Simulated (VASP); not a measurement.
# Mg (P6_3/mmc) in VASP: further runs

Mg is run at these levels: LDA; tasks: relaxation of cell and atoms.

Everything below comes from runs of VASP 6.6.1. Logs are shortened: lines on timing, memory, paths and dates and some standing lists are left out, and cuts for length are marked.

### 1 The cell of the first run

The structure is hexagonal, space group P6_3/mmc (No. 194). The conventional cell has a = 2.778 Å, b = 2.778 Å, c = 4.484 Å, α = 90.00°, β = 90.00°, γ = 120.00°. Mg (site symmetry -6m2) has 12 Mg at 2.76 to 2.78 Å within 3.6 Å.

### 2 Relaxation of cell and atoms, LDA, target pressure 12 GPa, at which the enthalpy is minimised

Input file INCAR:

```
ALGO     = Normal         # electronic algorithm
EDIFF    = 1E-7           # SCF threshold, eV
EDIFFG   = -0.004         # ionic threshold
ENCUT    = 600            # plane-wave cutoff, eV
IBRION   = 2              # ionic algorithm
ISIF     = 3              # what is computed and relaxed
ISMEAR   = 0              # smearing method
LASPH    = True           # aspherical terms in the spheres
LCHARG   = False          # write CHGCAR
LREAL    = False          # projectors in reciprocal space
LWAVE    = False          # write WAVECAR
NELM     = 80             # most SCF steps
NSW      = 70             # ionic steps
PREC     = Accurate       # precision mode
PSTRESS  = 120.0        
SIGMA    = 0.1            # smearing width, eV
```

Input file KPOINTS:

```
k-points
0
Gamma
  18 18 10
```

Input file POSCAR:

```
Mg
1.0
    2.7775929351      0.0000000000      0.0000000000
   -1.3887964676      2.4054660432      0.0000000000
    0.0000000000      0.0000000000      4.4841918494
Mg
2
Direct
    0.3333333333      0.6666666667      0.2500000000
    0.6666666667      0.3333333333      0.7500000000
```

Potentials or basis: VASP PAW LDA potentials, release 64 (Mg).

Run with:

```console
> cat potpaw_LDA.64/Mg/POTCAR > POTCAR
> mpirun -np 1 vasp_std > vasp.out
```

OUTCAR:

```text
EDIFF = 1E-7
   EDIFFG = -0.004
   ENCUT = 600
   IBRION = 2
   ISIF = 3
   ISMEAR = 0
   LASPH = True
   LREAL = False
   NELM = 80
   NSW = 70
   PREC = Accurate
   PSTRESS = 120.0

 ion  position               nearest neighbor table
   1  0.333  0.667  0.250-   2 2.76   2 2.76   2 2.76   2 2.76   2 2.76   2 2.76
   2  0.667  0.333  0.750-   1 2.76   1 2.76   1 2.76   1 2.76   1 2.76   1 2.76

  LATTYP: Found a hexagonal cell.
 ALAT       =     2.7775929351
 C/A-ratio  =     1.6144164945

  Lattice vectors:

 A1 = (   2.7775929351,   0.0000000000,   0.0000000000)
 A2 = (  -1.3887964676,   2.4054660432,   0.0000000000)
 A3 = (   0.0000000000,   0.0000000000,   4.4841918494)

Analysis of symmetry for initial positions (statically):
=====================================================================
 Subroutine PRICEL returns:
 Original cell was already a primitive cell.

 Routine SETGRP: Setting up the symmetry group for a
 hexagonal supercell.

 Subroutine GETGRP returns: Found 24 space group operations
 (whereof 12 operations were pure point group operations)
 out of a pool of 24 trial point group operations.

The static configuration has the point symmetry D_3d.
 The point group associated with its full space group is D_6h.

Analysis of symmetry for dynamics (positions and initial velocities):
=====================================================================
 Subroutine PRICEL returns:
 Original cell was already a primitive cell.

 Routine SETGRP: Setting up the symmetry group for a
 hexagonal supercell.

 Subroutine GETGRP returns: Found 24 space group operations
 (whereof 12 operations were pure point group operations)
 out of a pool of 24 trial point group operations.

The dynamic configuration has the point symmetry D_3d.
 The point group associated with its full space group is D_6h.

 Subroutine INISYM returns: Found 24 space group operations
 (whereof 12 operations are pure point group operations),
 and found     1 'primitive' translations

----------------------------------------------------------------------------------------

                                     Primitive cell

  volume of cell :      29.9607

  direct lattice vectors                    reciprocal lattice vectors
     2.777592935  0.000000000  0.000000000     0.360023957  0.207859929  0.000000000
    -1.388796468  2.405466043  0.000000000     0.000000000  0.415719857  0.000000000
     0.000000000  0.000000000  4.484191849     0.000000000  0.000000000  0.223005624

  length of vectors
     2.777592935  2.777592935  4.484191849     0.415719857  0.415719857  0.223005624

  position of ions in fractional coordinates (direct lattice)
     0.333333333  0.666666667  0.250000000
     0.666666667  0.333333333  0.750000000

  ion indices of the primitive-cell ions
   primitive index   ion index
                 1           1
                 2           2

----------------------------------------------------------------------------------------

 KPOINTS: k-points

Automatic generation of k-mesh.
 Grid dimensions read from file:
 generate k-points for:   18   18   10

 Generating k-lattice:

  Cartesian coordinates                     Fractional coordinates (reciprocal lattice)
     0.020001331  0.011547774  0.000000000     0.055555556  0.000000000  0.000000000
     0.000000000  0.023095548  0.000000000     0.000000000  0.055555556  0.000000000
     0.000000000  0.000000000  0.022300562     0.000000000  0.000000000  0.100000000

  Length of vectors
     0.023095548  0.023095548  0.022300562

  Shift w.r.t. Gamma in fractional coordinates (k-lattice)
     0.000000000  0.000000000  0.000000000

 Subroutine IBZKPT returns following result:
 ===========================================

 Found    222 irreducible k-points:

 Following reciprocal coordinates:
            Coordinates               Weight
  0.000000  0.000000  0.000000      1.000000
  0.055556  0.000000  0.000000      6.000000
  0.111111  0.000000  0.000000      6.000000
  0.166667  0.000000  0.000000      6.000000
  0.222222  0.000000  0.000000      6.000000
  0.277778  0.000000  0.000000      6.000000
[... 16 lines left out ...]
  0.333333  0.111111  0.000000     12.000000
  0.388889  0.111111  0.000000     12.000000
 [... further k-points ...]
   k-points           NKPTS =    222   k-points in BZ     NKDIM =    222   number of bands    NBANDS=      6
   number of dos      NEDOS =    301   number of ions     NIONS =      2
   total plane-waves  NPLWV =  20736
   dimension x,y,z NGX =    24 NGY =   24 NGZ =   36
   dimension x,y,z NGXF=    48 NGYF=   48 NGZF=   72
   ions per type =               2
   NGX,Y,Z   is equivalent  to a cutoff of  14.36, 14.36, 13.35 a.u.
   NGXF,Y,Z  is equivalent  to a cutoff of  28.73, 28.73, 26.69 a.u.
 SYSTEM =  unknown system
   PREC   = accura    normal or accurate (medium, high low for compatibility)
   ISTART =      0    job   : 0-new  1-cont  2-samecut
   ICHARG =      2    charge: 1-file 2-atom 10-const
   ISPIN  =      1    spin polarized calculation?
   LNONCOLLINEAR =      F non collinear calculations
   LSORBIT =      F    spin-orbit coupling
   LASPH  =      T    aspherical Exc in radial PAW
   ENCUT  =  600.0 eV  44.10 Ry    6.64 a.u.   5.55  5.55  8.96*2*pi/ulx,y,z
   NELM   =     80;   NELMIN=  2; NELMDL= -5     # of ELM steps
   EDIFF  = 0.1E-06   stopping-criterion for ELM
   LREAL  =      F    real-space projection
   EDIFFG = -.4E-02   stopping-criterion for IOM
   NSW    =     70    number of steps for IOM
   IBRION =      2    ionic relax: 0-MD 1-quasi-New 2-CG
   NFREE  =      1    steps in history (QN), initial steepest desc. (CG)
   ISIF   =      3    stress and relaxation
   ISYM   =      2    0-nonsym 1-usesym 2-fastsym
   POTIM  = 0.5000    time-step for ionic-motion
   TEBEG  =    0.0;   TEEND  =   0.0 temperature during run
   PSTRESS=  120.0 pullay stress
   NELECT =       4.0000    total number of electrons
   NUPDOWN=      -1.0000    fix difference up-down
   EMIN   =  10.00;   EMAX   =-10.00  energy-range for DOS
   EFERMI =   0.00;   METHOD = LEGACY
   ISMEAR =     0;   SIGMA  =   0.10  broadening in eV -4-tet -1-fermi 0-gaus
   EFERMI_NEDOS =   21; number of points for ismear=-14 and -15
   IALGO  =     38    algorithm
   IMIX   =      4    mixing-type and parameters
     AMIX     =   0.40;   BMIX     =  1.00
     AMIX_MAG =   1.60;   BMIX_MAG =  1.00
  volume/ion in A,a.u.               =      14.98       101.09
  Fermi-wavevector in a.u.,A,eV,Ry     =   0.836715  1.581162  9.525327  0.700092
  Thomas-Fermi vector in A             =   1.950485
   LORBIT       =      0    0 simple, 1 ext, 2 COOP (PROOUT), +10 PAW based schemes
   GGA     = CA    functional components
   LHFCALC =     F    Hartree Fock is set to
   AEXX    =    0.0000 exact exchange contribution
   IVDW    =     0    specifies the selected vdW correction
   LEPSILON=     F    determine dielectric tensor
   LRPA    =     F    only Hartree local field effects (RPA)
 conjugate gradient relaxation of ions
 non-spin polarized calculation
 Gauss-broadening in eV      SIGMA  =   0.10
  energy-cutoff  :      600.00
  volume of cell :       29.96
 maximum number of plane-waves:      1026
 NGX is ok and might be reduce to    24
   NGX = 11   NGY = 11   NGZ = 17

--------------------------------------- Ionic step        1  -------------------------------------------

 number of electron       4.0000000 magnetization

 Free energy of the ion-electron system (eV)
  ---------------------------------------------------
  ext. energy  EPLUGINS =         0.00000000
  ---------------------------------------------------
  free energy    TOTEN  =        -2.72713302 eV

  energy without entropy =       -2.72463782  energy(sigma->0) =       -2.72588542

 E-fermi :   5.1294     XC(G=0): -10.1694

 val. band max:        5.1124415617   @ k =   0.0556   0.0556   0.1000
 cond. band min:       5.1427862894   @ k =   0.4444   0.1111   0.4000
 fundamental gap:      0.0303447277
 Fermi energy:         5.1293701091

 k-point     1 :       0.0000    0.0000    0.0000
  band No.  band energies     occupation
      1      -3.8261      2.00000
      2       2.8010      2.00000
      3       3.9229      2.00000
      4      18.5881      0.00000
      5      18.5881      0.00000
      6      19.6249      0.00000

 k-point     2 :       0.0556    0.0000    0.0000
  band No.  band energies     occupation
      1      -3.7454      2.00000
      2       2.8691      2.00000
      3       3.9980      2.00000
      4      17.0800      0.00000
      5      18.0306      0.00000
      6      19.0172      0.00000
[... 181 lines left out ...]
 k-point    23 :       0.3333    0.1111    0.0000
  band No.  band energies     occupation
      1       0.2312      2.00000
      2       5.2576      0.06968
      3       6.3852      0.00000
      4       8.0220      0.00000
      5      10.8187      0.00000
      6      11.4652      0.00000

 k-point    24 :       0.3889    0.1111    0.0000
  band No.  band energies     occupation
      1       1.3452      2.00000
      2       3.9426      2.00000
      3       7.4315      0.00000
      4       8.5922      0.00000
      5       9.9796      0.00000
      6      10.3262      0.00000

 [... further k-points ...]
[... 5 lines left out ...]
  --------------------------------------------------------------------------------------
  -------------------------------------------------------------------------------------
  Total        5.6018112      5.6018112      5.6023141     -0.0000000     -0.0000000      0.0000000
  in kB      299.5622146    299.5622146    299.5891103     -0.0000000     -0.0000000      0.0000000
  external PRESSURE =     179.5711798 kB  Pullay stress =     120.0000000 kB

 VOLUME and BASIS-vectors are now :
 -----------------------------------------------------------------------------
  energy-cutoff  :      600.00
  volume of cell :       29.96
      direct lattice vectors                 reciprocal lattice vectors
     2.777592935  0.000000000  0.000000000     0.360023957  0.207859929  0.000000000
    -1.388796468  2.405466043  0.000000000     0.000000000  0.415719857  0.000000000
     0.000000000  0.000000000  4.484191849     0.000000000  0.000000000  0.223005624
[... 160 lines left out ...]
  FREE ENERGIE OF THE ION-ELECTRON SYSTEM (eV)
  ---------------------------------------------------
  free  energy   TOTEN  =        -3.3773567882 eV

  energy  without entropy=       -3.3743188415  energy(sigma->0) =       -3.37583781

  enthalpy is  TOTEN    =        -0.7432204090 eV   P V=        2.6341363792

--------------------------------------- Ionic step        6  -------------------------------------------

 number of electron       4.0000000 magnetization

 Free energy of the ion-electron system (eV)
  ---------------------------------------------------
  ext. energy  EPLUGINS =         0.00000000
  ---------------------------------------------------
  free energy    TOTEN  =        -3.37900992 eV

  energy without entropy =       -3.37596837  energy(sigma->0) =       -3.37748914

 E-fermi :   4.0039     XC(G=0):  -9.5798

 val. band max:        3.9910027309   @ k =   0.4444   0.0000   0.4000
 cond. band min:       4.0121584151   @ k =   0.1111   0.0000   0.1000
 fundamental gap:      0.0211556843
 Fermi energy:         4.0039288803

 k-point     1 :       0.0000    0.0000    0.0000
  band No.  band energies     occupation
      1      -4.1296      2.00000
      2       1.9471      2.00000
      3       2.8020      2.00000
      4      16.4403      0.00000
      5      16.4403      0.00000
      6      17.0704      0.00000

 k-point     2 :       0.0556    0.0000    0.0000
  band No.  band energies     occupation
      1      -4.0573      2.00000
      2       2.0104      2.00000
      3       2.8706      2.00000
      4      14.9864      0.00000
      5      15.7788      0.00000
      6      16.6545      0.00000
[... 181 lines left out ...]
 k-point    23 :       0.3333    0.1111    0.0000
  band No.  band energies     occupation
      1      -0.4633      2.00000
      2       4.1590      0.02833
      3       5.2663      0.00000
      4       6.5649      0.00000
      5       9.1373      0.00000
      6       9.9229      0.00000

 k-point    24 :       0.3889    0.1111    0.0000
  band No.  band energies     occupation
      1       0.5562      2.00000
      2       2.9282      2.00000
      3       6.2319      0.00000
      4       7.1876      0.00000
      5       8.5613      0.00000
      6       8.6687      0.00000

 [... further k-points ...]
[... 5 lines left out ...]
  --------------------------------------------------------------------------------------
  -------------------------------------------------------------------------------------
  Total        2.6342870      2.6342870      2.6400318     -0.0000000     -0.0000000     -0.0000000
  in kB      119.9317615    119.9317616    120.1933069     -0.0000000     -0.0000000     -0.0000000
  external PRESSURE =       0.0189433 kB  Pullay stress =     120.0000000 kB

 VOLUME and BASIS-vectors are now :
 -----------------------------------------------------------------------------
  energy-cutoff  :      600.00
  volume of cell :       35.19
      direct lattice vectors                 reciprocal lattice vectors
     2.930471501 -0.000000000  0.000000000     0.341242015  0.197016169  0.000000000
    -1.465235751  2.537862765 -0.000000000     0.000000000  0.394032338  0.000000000
     0.000000000 -0.000000000  4.731881009     0.000000000  0.000000000  0.211332449

 POSITION                                       TOTAL-FORCE (eV/Angst)
 -----------------------------------------------------------------------------------
     -0.00000      1.69191      1.18297        -0.000000      0.000000      0.000000
      1.46524      0.84595      3.54891         0.000000     -0.000000      0.000000
 -----------------------------------------------------------------------------------
    total drift:                                0.000000     -0.000000      0.000000

  FREE ENERGIE OF THE ION-ELECTRON SYSTEM (eV)
  ---------------------------------------------------
  free  energy   TOTEN  =        -3.3790099160 eV

  energy  without entropy=       -3.3759683715  energy(sigma->0) =       -3.37748914

  enthalpy is  TOTEN    =        -0.7432241109 eV   P V=        2.6357858051

 reached required accuracy - stopping structural energy minimisation
```

Wall time 1.9 min (1 thread of AMD EPYC 9R14 (Zen 4), shared host); peak memory 0.15 GiB.

Results:

| Item | Value |
| --- | --- |
| Free energy | -3.3790 eV |
| Relaxed volume | 17.60 Å³/atom |
| Relaxed cell | a = 2.930 Å, b = 2.930 Å, c = 4.732 Å, α = 90.00°, β = 90.00°, γ = 120.00° |
| Space group after relaxing (to 0.05 Å) | P6_3/mmc (No. 194) |
| Energy change on relaxing (the enthalpy is what falls) | -325.9 meV/atom |
| Ionic steps | 6 |
| Pressure after relaxing | 12.0 GPa |
| Band gap on the k mesh | zero (band 2 reaches 5.01 eV, above the bottom of band 3 at 2.80 eV) |

Step by step:
| step | energy change (eV) | largest force (eV/Å) | pressure (GPa) | volume (Å³) |
| --- | --- | --- | --- | --- |
| 1 | 0.0000 | 0.0000 | 29.96 | 29.96 |
| 2 | -0.8032 | 0.0000 | 6.55 | 37.85 |
| 3 | -0.6502 | 0.0000 | 12.06 | 35.17 |
| 4 | -0.6583 | 0.0000 | 11.79 | 35.28 |
| 5 | -0.6502 | 0.0000 | 12.05 | 35.17 |
| 6 | -0.6519 | 0.0000 | 12.00 | 35.19 |

Final structure:
```
Mg
1.0
     2.93047    0.00000    0.00000
    -1.46524    2.53786    0.00000
     0.00000    0.00000    4.73188
Mg
2
Direct
  0.33333 0.66667 0.25000
  0.66667 0.33333 0.75000
```

Caveat: the cell is relaxed towards a set pressure, so the enthalpy falls and the energy may rise; the volume moved by over 15 % at a fixed basis, so the end points are rough.

### 3 Relaxation of cell and atoms, LDA, target pressure 12 GPa, at which the enthalpy is minimised

This run uses another cell than the first one, of 17.66 Å³/atom, 1.179 times its volume.

Input file INCAR:

```
SYSTEM = Mg
PREC = Accurate
ENCUT = 600
EDIFF = 1E-6
ISMEAR = 0
SIGMA = 0.1
LREAL = .False.
LASPH = .True.
NELM = 80
ALGO = Normal
ISIF = 3
LWAVE = .False.
LCHARG = .False.
GGA = CA
IBRION = 2
NSW = 70
EDIFFG = -0.004
PSTRESS = 120.0
```

Input file KPOINTS:

```
regular mesh
0
Gamma
  18 18 10
  0 0 0
```

Input file POSCAR:

```
Mg
1.0
    2.9335366567      0.0000000000      0.0000000000
   -1.4667683284      2.5405172676      0.0000000000
    0.0000000000      0.0000000000      4.7384246249
Mg
2
Direct
    0.3333333333      0.6666666667      0.2500000000
    0.6666666667      0.3333333333      0.7500000000
```

Potentials or basis: VASP PAW LDA potentials, release 64 (Mg).

Run with:

```console
> cat potpaw_LDA.64/Mg/POTCAR > POTCAR
> mpirun -np 1 vasp_std > vasp.out
```

It took 56 s on 1 thread of AMD EPYC 9R14 (Zen 4), shared host; peak memory 0.16 GiB.

Results (log left out):

```
Free energy                                            : -3.3793 eV
Relaxed volume                                         : 17.60 Å³/atom
Relaxed cell                                           : a = 2.930 Å, b = 2.930 Å, c = 4.733 Å, α = 90.00°, β = 90.00°, γ = 120.00°
Space group after relaxing (to 0.05 Å)                 : P6_3/mmc (No. 194)
Energy change on relaxing (the enthalpy is what falls) : +4.5 meV/atom
Ionic steps                                            : 3
Pressure after relaxing                                : 12.0 GPa
Band gap on the k mesh                                 : zero (band 2 reaches 5.01 eV, above the bottom of band 3 at 2.80 eV)
```

The path:
| step | energy change (eV) | largest force (eV/Å) | pressure (GPa) | volume (Å³) |
| --- | --- | --- | --- | --- |
| 1 | 0.0000 | 0.0000 | 11.71 | 35.31 |
| 2 | 0.0121 | 0.0000 | 12.10 | 35.15 |
| 3 | 0.0090 | 0.0000 | 12.00 | 35.19 |

Final structure:
```xyz
2
Lattice="2.9302 0.0000 0.0000 -1.4651 2.5376 0.0000 0.0000 0.0000 4.7329" Properties=species:S:1:pos:R:3 pbc="T T T"
Mg    0.0000    1.6918    1.1832
Mg    1.4651    0.8459    3.5497
```

Levels at points of the mesh, in eV from the Fermi level:
```csv
k point,band 1,band 2,band 3,band 4,band 5,band 6
"(0.00, 0.00, 0.00)",-8.13,-2.06,-1.20,12.44,12.44,13.07
"(0.50, 0.00, 0.00)",-2.61,-2.40,3.11,3.16,4.12,4.34
"(0.00, 0.00, 0.50)",-6.47,-6.47,5.94,5.94,13.21,13.21
"(0.50, 0.00, 0.50)",-1.38,-1.38,-0.40,-0.40,8.95,8.95
```

Caveat: the cell is relaxed towards a set pressure, so the enthalpy falls and the energy may rise. Zero-point motion and thermal expansion aren't in these numbers.

(Part 1 of 2 ends here.)
